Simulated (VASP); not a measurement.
# TaN (P3m1) in VASP: single point with PBEsol

Aim: the single point of TaN with PBEsol.

Program: VASP 6.6.1. These are calculated values, not measurements. Logs are shortened: lines on timing, memory, paths and dates and some standing lists are left out, and cuts for length are marked.

**1. The cell of the first run**

The structure is trigonal, space group P3m1 (No. 156). The conventional cell has a = 2.937 Å, b = 2.937 Å, c = 4.905 Å, α = 90.00°, β = 90.00°, γ = 120.00°. Within 2.4 Å of Ta (site symmetry 3m) lie 4 N at 1.82 to 2.26 Å. Within 2.3 Å of Ta (site symmetry 3m) lie 4 N at 1.70 to 2.12 Å. Within 2.3 Å of N (site symmetry 3m) lie 4 Ta at 1.70 to 2.26 Å. N (site symmetry 3m) has 4 Ta at 1.82 to 2.12 Å within 2.4 Å.

**2. Single point, PBEsol (strained and its atoms moved)**

Input file INCAR:

```
PREC = Accurate
ENCUT = 520
EDIFF = 1E-6
ISMEAR = 0
SIGMA = 0.1
LREAL = F
LASPH = T
NELM = 100
ALGO = Normal
ISIF = 2
LWAVE = F
LCHARG = T
GGA = PS
LELF = T
LVHAR = T
NBANDS = 24
```

Input file KPOINTS:

```
Automatic mesh
0
Gamma
  15 15 8
```

Input file POSCAR:

```
TaN
1.0
    2.9368765501      0.0000000000      0.0000000000
   -1.4684382751      2.5434097002      0.0000000000
    0.0000000000      0.0000000000      4.9049754000
Ta N
2 2
Direct
    0.3333333333      0.6666666667      0.0023203092
    0.6666666667      0.3333333333      0.4365699619
    0.3333333333      0.6666666667      0.4621833810
    0.6666666667      0.3333333333      0.8689263479
```

Potentials or basis: VASP PAW PBE potentials, release 64 (Ta_pv, N).

Command:

```bash
$ cat potpaw_PBE.64/Ta_pv/POTCAR potpaw_PBE.64/N/POTCAR > POTCAR
$ mpirun -np 1 vasp_std > vasp.out
```

OUTCAR:

```text
PREC = Accurate
   ENCUT = 520
   EDIFF = 1E-6
   ISMEAR = 0
   LREAL = F
   LASPH = T
   NELM = 100
   ISIF = 2
   GGA = PS

 ion  position               nearest neighbor table
   1  0.333  0.667  0.002-   4 1.82   4 1.82   4 1.82   3 2.26   3 2.65   2 2.72   2 2.72   2 2.72
                             2 3.25   2 3.25   2 3.25
   2  0.667  0.333  0.437-   3 1.70   3 1.70   3 1.70   4 2.12   1 2.72   1 2.72   1 2.72   1 3.25
                             1 3.25   1 3.25
   3  0.333  0.667  0.462-   2 1.70   2 1.70   2 1.70   1 2.26   1 2.65
   4  0.667  0.333  0.869-   1 1.82   1 1.82   1 1.82   2 2.12

  LATTYP: Found a hexagonal cell.
 ALAT       =     2.9368765501
 C/A-ratio  =     1.6701333258

  Lattice vectors:

 A1 = (   2.9368765501,   0.0000000000,   0.0000000000)
 A2 = (  -1.4684382751,   2.5434097002,   0.0000000000)
 A3 = (   0.0000000000,   0.0000000000,   4.9049754000)

Analysis of symmetry for initial positions (statically):
=====================================================================
 Subroutine PRICEL returns:
 Original cell was already a primitive cell.

 Routine SETGRP: Setting up the symmetry group for a
 hexagonal supercell.

 Subroutine GETGRP returns: Found  6 space group operations
 (whereof  6 operations were pure point group operations)
 out of a pool of 24 trial point group operations.

The static configuration has the point symmetry C_3v.

Analysis of symmetry for dynamics (positions and initial velocities):
=====================================================================
 Subroutine PRICEL returns:
 Original cell was already a primitive cell.

 Routine SETGRP: Setting up the symmetry group for a
 hexagonal supercell.

 Subroutine GETGRP returns: Found  6 space group operations
 (whereof  6 operations were pure point group operations)
 out of a pool of 24 trial point group operations.

The dynamic configuration has the point symmetry C_3v.

 Subroutine INISYM returns: Found  6 space group operations
 (whereof  6 operations are pure point group operations),
 and found     1 'primitive' translations

----------------------------------------------------------------------------------------

                                     Primitive cell

  volume of cell :      36.6386

  direct lattice vectors                    reciprocal lattice vectors
     2.936876550  0.000000000  0.000000000     0.340497799  0.196586496  0.000000000
    -1.468438275  2.543409700  0.000000000     0.000000000  0.393172991  0.000000000
     0.000000000  0.000000000  4.904975400     0.000000000  0.000000000  0.203874621

  length of vectors
     2.936876550  2.936876550  4.904975400     0.393172991  0.393172991  0.203874621

  position of ions in fractional coordinates (direct lattice)
     0.333333333  0.666666667  0.002320309
     0.666666667  0.333333333  0.436569962
     0.333333333  0.666666667  0.462183381
     0.666666667  0.333333333  0.868926348

  ion indices of the primitive-cell ions
   primitive index   ion index
                 1           1
                 2           2
                 3           3
                 4           4

----------------------------------------------------------------------------------------

 KPOINTS: Automatic mesh

Automatic generation of k-mesh.
 Grid dimensions read from file:
 generate k-points for:   15   15    8

 Generating k-lattice:

  Cartesian coordinates                     Fractional coordinates (reciprocal lattice)
     0.022699853  0.013105766  0.000000000     0.066666667  0.000000000  0.000000000
     0.000000000  0.026211533  0.000000000     0.000000000  0.066666667  0.000000000
     0.000000000  0.000000000  0.025484328     0.000000000  0.000000000  0.125000000

  Length of vectors
     0.026211533  0.026211533  0.025484328

  Shift w.r.t. Gamma in fractional coordinates (k-lattice)
     0.000000000  0.000000000  0.000000000

 Subroutine IBZKPT returns following result:
 ===========================================

 Found    192 irreducible k-points:

 Following reciprocal coordinates:
            Coordinates               Weight
  0.000000  0.000000  0.000000      1.000000
  0.066667  0.000000  0.000000      6.000000
  0.133333  0.000000  0.000000      6.000000
  0.200000  0.000000  0.000000      6.000000
  0.266667  0.000000  0.000000      6.000000
  0.333333 -0.000000  0.000000      6.000000
[... 16 lines left out ...]
  0.333333  0.200000  0.000000     12.000000
  0.400000  0.200000  0.000000      6.000000
 [... further k-points ...]
   k-points           NKPTS =    192   k-points in BZ     NKDIM =    192   number of bands    NBANDS=     24
   number of dos      NEDOS =    301   number of ions     NIONS =      4
   total plane-waves  NPLWV =  20736
   dimension x,y,z NGX =    24 NGY =   24 NGZ =   36
   dimension x,y,z NGXF=    48 NGYF=   48 NGZF=   72
   ions per type =               2   2
   NGX,Y,Z   is equivalent  to a cutoff of  13.59, 13.59, 12.20 a.u.
   NGXF,Y,Z  is equivalent  to a cutoff of  27.17, 27.17, 24.40 a.u.
 SYSTEM =  unknown system
   PREC   = accura    normal or accurate (medium, high low for compatibility)
   ISTART =      0    job   : 0-new  1-cont  2-samecut
   ICHARG =      2    charge: 1-file 2-atom 10-const
   ISPIN  =      1    spin polarized calculation?
   LNONCOLLINEAR =      F non collinear calculations
   LSORBIT =      F    spin-orbit coupling
   LASPH  =      T    aspherical Exc in radial PAW
   ENCUT  =  520.0 eV  38.22 Ry    6.18 a.u.   5.46  5.46  9.12*2*pi/ulx,y,z
   NELM   =    100;   NELMIN=  2; NELMDL= -5     # of ELM steps
   EDIFF  = 0.1E-05   stopping-criterion for ELM
   LREAL  =      F    real-space projection
   EDIFFG = 0.1E-04   stopping-criterion for IOM
   NSW    =      0    number of steps for IOM
   IBRION =     -1    ionic relax: 0-MD 1-quasi-New 2-CG
   NFREE  =      0    steps in history (QN), initial steepest desc. (CG)
   ISIF   =      2    stress and relaxation
   ISYM   =      2    0-nonsym 1-usesym 2-fastsym
   POTIM  = 0.5000    time-step for ionic-motion
   TEBEG  =    0.0;   TEEND  =   0.0 temperature during run
   PSTRESS=    0.0 pullay stress
   NELECT =      32.0000    total number of electrons
   NUPDOWN=      -1.0000    fix difference up-down
   EMIN   =  10.00;   EMAX   =-10.00  energy-range for DOS
   EFERMI =   0.00;   METHOD = LEGACY
   ISMEAR =     0;   SIGMA  =   0.10  broadening in eV -4-tet -1-fermi 0-gaus
   EFERMI_NEDOS =   21; number of points for ismear=-14 and -15
   IALGO  =     38    algorithm
   IMIX   =      4    mixing-type and parameters
     AMIX     =   0.40;   BMIX     =  1.00
     AMIX_MAG =   1.60;   BMIX_MAG =  1.00
  volume/ion in A,a.u.               =       9.16        61.81
  Fermi-wavevector in a.u.,A,eV,Ry     =   1.564871  2.957177 33.318236  2.448821
  Thomas-Fermi vector in A             =   2.667431
   LORBIT       =      0    0 simple, 1 ext, 2 COOP (PROOUT), +10 PAW based schemes
   GGA     = PS    functional components
   LHFCALC =     F    Hartree Fock is set to
   AEXX    =    0.0000 exact exchange contribution
   IVDW    =     0    specifies the selected vdW correction
   LEPSILON=     F    determine dielectric tensor
   LRPA    =     F    only Hartree local field effects (RPA)
 non-spin polarized calculation
 Gauss-broadening in eV      SIGMA  =   0.10
  energy-cutoff  :      520.00
  volume of cell :       36.64
 maximum number of plane-waves:      1014
 NGX is ok and might be reduce to    24
   NGX = 11   NGY = 11   NGZ = 19

 number of electron      32.0000004 magnetization

 Free energy of the ion-electron system (eV)
  ---------------------------------------------------
  ext. energy  EPLUGINS =         0.00000000
  ---------------------------------------------------
  free energy    TOTEN  =       -36.32914050 eV

  energy without entropy =      -36.32126116  energy(sigma->0) =      -36.32520083

 E-fermi :  10.0301     XC(G=0): -14.1334

 val. band max:       10.0146828800   @ k =   0.1333   0.0000   0.3750
 cond. band min:      10.0580320266   @ k =   0.3333   0.3333   0.2500
 fundamental gap:      0.0433491466
 Fermi energy:        10.0301386693

 k-point     1 :       0.0000    0.0000    0.0000
  band No.  band energies     occupation
      1     -25.3813      2.00000
      2     -24.4325      2.00000
      3     -24.4325      2.00000
      4     -24.1614      2.00000
      5     -24.1614      2.00000
      6     -23.6342      2.00000
[... 16 lines left out ...]
     23      18.3860      0.00000
     24      18.3860      0.00000

 k-point     2 :       0.0667    0.0000    0.0000
  band No.  band energies     occupation
      1     -25.3632      2.00000
      2     -24.5167      2.00000
      3     -24.4539      2.00000
      4     -24.2465      2.00000
      5     -24.1744      2.00000
      6     -23.6295      2.00000
[... 16 lines left out ...]
     23      18.2468      0.00000
     24      18.4046      0.00000

 k-point     3 :       0.1333    0.0000    0.0000
  band No.  band energies     occupation
      1     -25.3177      2.00000
      2     -24.7371      2.00000
      3     -24.5131      2.00000
      4     -24.4745      2.00000
      5     -24.2116      2.00000
      6     -23.6267      2.00000
[... 16 lines left out ...]
     23      18.0813      0.00000
     24      18.4604      0.00000
[... 514 lines left out ...]
 k-point    23 :       0.3333    0.2000    0.0000
  band No.  band energies     occupation
      1     -26.0206      2.00000
      2     -25.6506      2.00000
      3     -25.1971      2.00000
      4     -24.7551      2.00000
      5     -24.5982      2.00000
      6     -23.8386      2.00000
[... 16 lines left out ...]
     23      18.4694      0.00000
     24      19.2412      0.00000

 k-point    24 :       0.4000    0.2000    0.0000
  band No.  band energies     occupation
      1     -26.0587      2.00000
      2     -25.6724      2.00000
      3     -25.2407      2.00000
      4     -24.7815      2.00000
      5     -24.5652      2.00000
      6     -23.8596      2.00000
[... 16 lines left out ...]
     23      18.6206      0.00000
     24      19.0903      0.00000

 [... further k-points ...]

------------------------ aborting loop because EDIFF is reached ----------------------------------------

  FORCE on cell =-STRESS in cart. coord.  units (eV):
  Direction    XX          YY          ZZ          XY          YZ          ZX
  --------------------------------------------------------------------------------------
  -------------------------------------------------------------------------------------
  Total       62.4693743     62.4693743     19.1396403     -0.0000000      0.0000000     -0.0000000
  in kB     2731.7370297   2731.7370297    836.9615474     -0.0000001      0.0000000     -0.0000000
  external PRESSURE =    2100.1452023 kB  Pullay stress =       0.0000000 kB

 VOLUME and BASIS-vectors are now :
 -----------------------------------------------------------------------------
  energy-cutoff  :      520.00
  volume of cell :       36.64
      direct lattice vectors                 reciprocal lattice vectors
     2.936876550  0.000000000  0.000000000     0.340497799  0.196586496  0.000000000
    -1.468438275  2.543409700  0.000000000     0.000000000  0.393172991  0.000000000
     0.000000000  0.000000000  4.904975400     0.000000000  0.000000000  0.203874621

 POSITION                                       TOTAL-FORCE (eV/Angst)
 -----------------------------------------------------------------------------------
     -0.00000      1.69561      0.01138        -0.000000     -0.000000      5.714716
      1.46844      0.84780      2.14136         0.000000      0.000000     -1.187196
     -0.00000      1.69561      2.26700         0.000000      0.000000      1.639273
      1.46844      0.84780      4.26206        -0.000000     -0.000000     -6.166793
 -----------------------------------------------------------------------------------
    total drift:                                0.000000      0.000000     -0.000928

  FREE ENERGIE OF THE ION-ELECTRON SYSTEM (eV)
  ---------------------------------------------------
  free  energy   TOTEN  =       -36.3291405037 eV

  energy  without entropy=      -36.3212611593  energy(sigma->0) =      -36.32520083
```

Wall time 72 s (1 thread of AMD EPYC 9R45 (Zen 5), shared host); peak memory 0.24 GiB.

Results:

| Property | Result |
| --- | --- |
| Free energy | -36.3291 eV |
| Pressure | 210.0 GPa |
| Largest force | 6.167 eV/Å |
| Band gap on the k mesh | zero (band 16 reaches 10.77 eV, above the bottom of band 17 at 9.04 eV) |

Forces in eV/Å, atoms in the order of the input:
```
Ta   0.000  0.000  5.715
Ta   0.000  0.000 -1.187
N    0.000  0.000  1.639
N    0.000  0.000 -6.167
```

Levels at points of the mesh, in eV from the Fermi level:
| k point | band 13 | band 14 | band 15 | band 16 | band 17 | band 18 | band 19 | band 20 |
| --- | --- | --- | --- | --- | --- | --- | --- | --- |
| (0.00, 0.00, 0.00) | -7.81 | -5.38 | -1.61 | -0.28 | -0.28 | 3.05 | 3.98 | 3.98 |
| (0.00, 0.00, 0.50) | -7.84 | -6.24 | 0.74 | 0.74 | 1.29 | 3.08 | 3.34 | 3.34 |

Caveat: the cell differs from its parent crystal (strained and its atoms moved); the PAW data sets were made with another functional, which shifts forces and pressure a little; spin-orbit coupling is left out, which moves the levels of the heavy elements.
